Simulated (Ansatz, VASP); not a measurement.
## Two plane-wave programs on SiMo3

```
Si Mo
1.0
     4.86163    0.00000    0.00000
     0.00000    4.86163    0.00000
     0.00000    0.00000    4.86163
Si Mo
2 6
Cartesian
  0.0000 0.0000 0.0000
  2.4308 2.4308 2.4308
  1.2154 0.0000 2.4308
  2.4308 3.6462 0.0000
  3.6462 0.0000 2.4308
  2.4308 1.2154 0.0000
  0.0000 2.4308 3.6462
  0.0000 2.4308 1.2154
```

Alike in both runs: functional PBEsol; k mesh 8 × 8 × 8; occupations gaussian, width 0.1 eV; no spin polarisation.

Ansatz relaxed the structure, and its values are those at the end. VASP's run is a single point on that final structure, the one shown.

```csv
,VASP,Ansatz
version,VASP 6.6.1,Ansatz 0.2.0
potentials or method,"VASP PAW PBE potentials, release 64 (Si, Mo_sv), cutoff 520 eV","scalar-relativistic, plane waves, PAW"
valence electrons in the cell,92,92
```

VASP gave:

```
gap on the k mesh at the Fermi level (eV) : none
pressure (GPa)                            : 0.6
```

Problem. What did Ansatz give for the same quantities?

Solution. gap on the k mesh at the Fermi level (eV): none; pressure (GPa): 0.0.

VASP's potentials were made for PBE, not for PBEsol. A gap of «none» marks a metal or a gap that the smearing closes.
